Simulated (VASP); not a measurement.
Wanted: the native input for a VASP 6.6.1 run.

```
Task                   : single point
Functional             : LDA
Potentials or basis    : VASP PAW LDA potentials, release 64 (Si)
Cutoff                 : 520 eV
k mesh                 : 12 × 12 × 6
Occupations            : gaussian, width 0.03 eV
Spin                   : no spin polarisation
Dipole correction      : no
Further INCAR settings : ALGO = Normal; EDIFF = 1e-06; NBANDS = 16
```

The structure of Si lies in POSCAR:

```
Si
1.0
    3.9792238135      0.0000000000      0.0000000000
   -1.9896119068      3.1386028697      0.0000000000
    0.0000000000      0.0000000000      6.2886938331
Si
4
Direct
    0.3333333333      0.6666666667      0.0630360460
    0.6666666667      0.3333333333      0.5630360460
    0.3333333333      0.6666666667      0.4369639540
    0.6666666667      0.3333333333      0.9369639540
```

This cell differs from its parent crystal: engineering shear strain xy +0.0000, strain +e along x and -e along y +0.0467.

One way to write it, as run:

INCAR

```
SYSTEM = Si
PREC = Accurate ; ENCUT = 520
EDIFF = 1E-6 ; ISMEAR = 0
SIGMA = 0.03 ; LREAL = .FALSE.
LASPH = .TRUE. ; NELM = 60
ALGO = Normal ; ISIF = 2
LWAVE = .FALSE. ; LCHARG = .FALSE.
GGA = CA ; NBANDS = 16
```

KPOINTS

```
Automatic mesh
0
G
  12 12 6
  0 0 0
```

Potentials or basis: VASP PAW LDA potentials, release 64 (Si).

Command:

```bash
$ cat potpaw_LDA.64/Si/POTCAR > POTCAR
$ mpirun -np 1 vasp_std > vasp.out
```

Results of the run:

```json
{
 "Pressure": "0.7 GPa",
 "Largest force": "0.958 eV/Å",
 "Band gap on the k mesh": "zero (bands 8 and 9 overlap by 0.44 eV)"
}
```

Caveat: the cell differs from its parent crystal (engineering shear strain xy +0.0000, strain +e along x and -e along y +0.0467); semilocal functionals underestimate gaps, so a narrow gap can read as zero.

Run time: 2.6 min on 1 thread of Intel(R) Xeon(R) Platinum 8488C (Sapphire Rapids) (shared host), peak memory 0.26 GiB.
